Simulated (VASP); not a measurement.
# Au (Fm-3m) in VASP: a series of runs, part 2 of 3

VASP 6.6.1. The steps go on from the part before.

### Step 3. Single point, PBE

This run uses another cell than the first one, of 16.52 Å³/atom, 1.032 times its volume.

The input, INCAR:

```
SYSTEM = Au
PREC     = Accurate       ! precision mode
ENCUT    = 500            ! plane-wave cutoff, eV
EDIFF    = 1E-6           ! SCF threshold, eV
ISMEAR   = -1             ! smearing method
SIGMA    = 0.05           ! smearing width, eV
LREAL    = .FALSE.        ! projectors in reciprocal space
LASPH    = .TRUE.         ! aspherical terms in the spheres
NELM     = 120            ! most SCF steps
ALGO     = Normal         ! electronic algorithm
ISIF     = 2              ! what is computed and relaxed
LWAVE    = .FALSE.        ! write WAVECAR
LCHARG   = .FALSE.        ! write CHGCAR
GGA      = PE             ! functional
NBANDS   = 12             ! bands
GGA_COMPAT= .FALSE.
```

The input, KPOINTS:

```
Automatic mesh
0
G
  10 10 10
  0 0 0
```

The input, POSCAR:

```
Au
1.0
    0.0000000000      2.0213418704      2.0213418704
    2.0213418704      0.0000000000      2.0213418704
    2.0213418704      2.0213418704      0.0000000000
Au
1
Direct
    0.0000000000      0.0000000000      0.0000000000
```

Potentials or basis: VASP PAW PBE potentials, release 64 (Au).

The run is started by

```console
$ cat potpaw_PBE.64/Au/POTCAR > POTCAR
$ mpirun -np 1 vasp_std > vasp.out
```

OUTCAR:

```text
SYSTEM = Au
   PREC = Accurate
   ENCUT = 500
   EDIFF = 1E-6
   ISMEAR = -1
   LREAL = .FALSE.
   LASPH = .TRUE.
   NELM = 120
   ISIF = 2
   GGA = PE

 ion  position               nearest neighbor table
   1  0.000  0.000  0.000-

  LATTYP: Found a face centered cubic cell.
 ALAT       =     4.0426837408

  Lattice vectors:

 A1 = (   0.0000000000,   2.0213418704,   2.0213418704)
 A2 = (   2.0213418704,   0.0000000000,   2.0213418704)
 A3 = (   2.0213418704,   2.0213418704,   0.0000000000)

Analysis of symmetry for initial positions (statically):
[... 33 lines left out ...]
                                     Primitive cell

  volume of cell :      16.5177

  direct lattice vectors                    reciprocal lattice vectors
     0.000000000  2.021341870  2.021341870    -0.247360433  0.247360433  0.247360433
     2.021341870  0.000000000  2.021341870     0.247360433 -0.247360433  0.247360433
     2.021341870  2.021341870  0.000000000     0.247360433  0.247360433 -0.247360433

  length of vectors
     2.858609087  2.858609087  2.858609087     0.428440837  0.428440837  0.428440837

  position of ions in fractional coordinates (direct lattice)
     0.000000000  0.000000000  0.000000000

  ion indices of the primitive-cell ions
   primitive index   ion index
                 1           1

----------------------------------------------------------------------------------------

 KPOINTS: Automatic mesh

Automatic generation of k-mesh.
 Grid dimensions read from file:
 generate k-points for:   10   10   10

 Generating k-lattice:

  Cartesian coordinates                     Fractional coordinates (reciprocal lattice)
    -0.024736043  0.024736043  0.024736043     0.100000000  0.000000000  0.000000000
     0.024736043 -0.024736043  0.024736043     0.000000000  0.100000000  0.000000000
     0.024736043  0.024736043 -0.024736043     0.000000000  0.000000000  0.100000000

  Length of vectors
     0.042844084  0.042844084  0.042844084

  Shift w.r.t. Gamma in fractional coordinates (k-lattice)
     0.000000000  0.000000000  0.000000000

 Subroutine IBZKPT returns following result:
 ===========================================

 Found     47 irreducible k-points:

 Following reciprocal coordinates:
            Coordinates               Weight
  0.000000  0.000000  0.000000      1.000000
  0.100000  0.000000  0.000000      8.000000
  0.200000  0.000000  0.000000      8.000000
  0.300000  0.000000  0.000000      8.000000
  0.400000  0.000000  0.000000      8.000000
  0.500000  0.000000  0.000000      4.000000
[... 16 lines left out ...]
  0.300000  0.300000  0.000000      6.000000
  0.400000  0.300000  0.000000     24.000000
 [... further k-points ...]
   k-points           NKPTS =     47   k-points in BZ     NKDIM =     47   number of bands    NBANDS=     12
   number of dos      NEDOS =    301   number of ions     NIONS =      1
   total plane-waves  NPLWV =  13824
   dimension x,y,z NGX =    24 NGY =   24 NGZ =   24
   dimension x,y,z NGXF=    48 NGYF=   48 NGZF=   48
   ions per type =               1
   NGX,Y,Z   is equivalent  to a cutoff of  13.96, 13.96, 13.96 a.u.
   NGXF,Y,Z  is equivalent  to a cutoff of  27.91, 27.91, 27.91 a.u.
 SYSTEM =  Au
   PREC   = accura    normal or accurate (medium, high low for compatibility)
   ISTART =      0    job   : 0-new  1-cont  2-samecut
   ICHARG =      2    charge: 1-file 2-atom 10-const
   ISPIN  =      1    spin polarized calculation?
   LNONCOLLINEAR =      F non collinear calculations
   LSORBIT =      F    spin-orbit coupling
   LASPH  =      T    aspherical Exc in radial PAW
   ENCUT  =  500.0 eV  36.75 Ry    6.06 a.u.   5.21  5.21  5.21*2*pi/ulx,y,z
   NELM   =    120;   NELMIN=  2; NELMDL= -5     # of ELM steps
   EDIFF  = 0.1E-05   stopping-criterion for ELM
   LREAL  =      F    real-space projection
   EDIFFG = 0.1E-04   stopping-criterion for IOM
   NSW    =      0    number of steps for IOM
   IBRION =     -1    ionic relax: 0-MD 1-quasi-New 2-CG
   NFREE  =      0    steps in history (QN), initial steepest desc. (CG)
   ISIF   =      2    stress and relaxation
   ISYM   =      2    0-nonsym 1-usesym 2-fastsym
   POTIM  = 0.5000    time-step for ionic-motion
   TEBEG  =    0.0;   TEEND  =   0.0 temperature during run
   PSTRESS=    0.0 pullay stress
   NELECT =      11.0000    total number of electrons
   NUPDOWN=      -1.0000    fix difference up-down
   EMIN   =  10.00;   EMAX   =-10.00  energy-range for DOS
   EFERMI =   0.00;   METHOD = LEGACY
   ISMEAR =    -1;   SIGMA  =   0.05  broadening in eV -4-tet -1-fermi 0-gaus
   EFERMI_NEDOS =   21; number of points for ismear=-14 and -15
   IALGO  =     38    algorithm
   IMIX   =      4    mixing-type and parameters
     AMIX     =   0.40;   BMIX     =  1.00
     AMIX_MAG =   1.60;   BMIX_MAG =  1.00
  volume/ion in A,a.u.               =      16.52       111.47
  Fermi-wavevector in a.u.,A,eV,Ry     =   1.429627  2.701603 27.808026  2.043832
  Thomas-Fermi vector in A             =   2.549560
   LORBIT       =      0    0 simple, 1 ext, 2 COOP (PROOUT), +10 PAW based schemes
   GGA     = PE    functional components
   LHFCALC =     F    Hartree Fock is set to
   AEXX    =    0.0000 exact exchange contribution
   IVDW    =     0    specifies the selected vdW correction
   LEPSILON=     F    determine dielectric tensor
   LRPA    =     F    only Hartree local field effects (RPA)
 non-spin polarized calculation
  energy-cutoff  :      500.00
  volume of cell :       16.52
 maximum number of plane-waves:       444
 NGX is ok and might be reduce to    24
   NGX = 11   NGY = 11   NGZ = 11

 number of electron      10.9999999 magnetization

 Free energy of the ion-electron system (eV)
  ---------------------------------------------------
  ext. energy  EPLUGINS =         0.00000000
  ---------------------------------------------------
  free energy    TOTEN  =        -3.13850098 eV

  energy without entropy =       -3.13396781  energy(sigma->0) =       -3.13623440

 E-fermi :   9.9923     XC(G=0): -12.9047

 val. band max:        9.8655079520   @ k =   0.5000   0.2000   0.1000
 cond. band min:      10.0296859945   @ k =   0.5000   0.1000   0.0000
 fundamental gap:      0.1641780424
 Fermi energy:         9.9922694663

 k-point     1 :       0.0000    0.0000    0.0000
  band No.  band energies     occupation
      1      -0.1866      2.00000
      2       5.1430      2.00000
      3       5.1430      2.00000
      4       5.1430      2.00000
      5       6.7446      2.00000
      6       6.7446      2.00000
      7      24.4778      0.00000
      8      28.6607      0.00000
      9      28.6607      0.00000
     10      28.6607      0.00000
     11      33.6642      0.00000
     12      38.6660      0.00000

 k-point     2 :       0.1000    0.0000    0.0000
  band No.  band energies     occupation
      1       0.1681      2.00000
      2       5.0300      2.00000
      3       5.2612      2.00000
      4       5.2612      2.00000
      5       6.6952      2.00000
      6       6.6952      2.00000
      7      24.8824      0.00000
      8      26.7845      0.00000
      9      29.1003      0.00000
     10      29.1003      0.00000
     11      34.4513      0.00000
     12      36.7590      0.00000

 k-point     3 :       0.2000    0.0000    0.0000
  band No.  band energies     occupation
      1       1.1131      2.00000
      2       4.8853      2.00000
      3       5.4413      2.00000
      4       5.4413      2.00000
      5       6.7378      2.00000
      6       6.7378      2.00000
      7      23.2694      0.00000
      8      25.7337      0.00000
      9      30.1229      0.00000
     10      30.1229      0.00000
     11      32.1279      0.00000
     12      34.1435      0.00000
[... 286 lines left out ...]
 k-point    23 :       0.3000    0.3000    0.0000
  band No.  band energies     occupation
      1       2.7775      2.00000
      2       3.6342      2.00000
      3       6.2574      2.00000
      4       6.9325      2.00000
      5       6.9325      2.00000
      6       7.5176      2.00000
      7      23.5597      0.00000
      8      23.5597      0.00000
      9      24.2720      0.00000
     10      26.7037      0.00000
     11      28.4005      0.00000
     12      37.2901      0.00000

 k-point    24 :       0.4000    0.3000    0.0000
  band No.  band energies     occupation
      1       3.0327      2.00000
      2       3.4929      2.00000
      3       6.2893      2.00000
      4       7.0479      2.00000
      5       7.9349      2.00000
      6       8.5425      2.00000
      7      20.0012      0.00000
      8      22.3873      0.00000
      9      22.5337      0.00000
     10      27.6521      0.00000
     11      29.8586      0.00000
     12      37.4055      0.00000

 [... further k-points ...]
[... 5 lines left out ...]
  --------------------------------------------------------------------------------------
  -------------------------------------------------------------------------------------
  Total        1.5713261      1.5713261      1.5713261      0.0000000     -0.0000000     -0.0000000
  in kB      152.4149571    152.4149571    152.4149571      0.0000000     -0.0000000     -0.0000000
  external PRESSURE =     152.4149571 kB  Pullay stress =       0.0000000 kB

 VOLUME and BASIS-vectors are now :
 -----------------------------------------------------------------------------
  energy-cutoff  :      500.00
  volume of cell :       16.52
      direct lattice vectors                 reciprocal lattice vectors
     0.000000000  2.021341870  2.021341870    -0.247360433  0.247360433  0.247360433
     2.021341870  0.000000000  2.021341870     0.247360433 -0.247360433  0.247360433
     2.021341870  2.021341870  0.000000000     0.247360433  0.247360433 -0.247360433

 POSITION                                       TOTAL-FORCE (eV/Angst)
 -----------------------------------------------------------------------------------
      0.00000      0.00000      0.00000        -0.000000      0.000000      0.000000
 -----------------------------------------------------------------------------------
    total drift:                                0.000000      0.000000     -0.000000

  FREE ENERGIE OF THE ION-ELECTRON SYSTEM (eV)
  ---------------------------------------------------
  free  energy   TOTEN  =        -3.1385009825 eV

  energy  without entropy=       -3.1339678147  energy(sigma->0) =       -3.13623440
```

Wall time 16 s (1 thread of Intel Xeon 8259CL, shared host); peak memory 0.14 GiB.

What came out:

- Free energy: -3.1385 eV
- Pressure: 15.2 GPa

Caveat: spin-orbit coupling is left out, which moves the levels of the heavy elements.

(Part 2 of 3 ends here.)
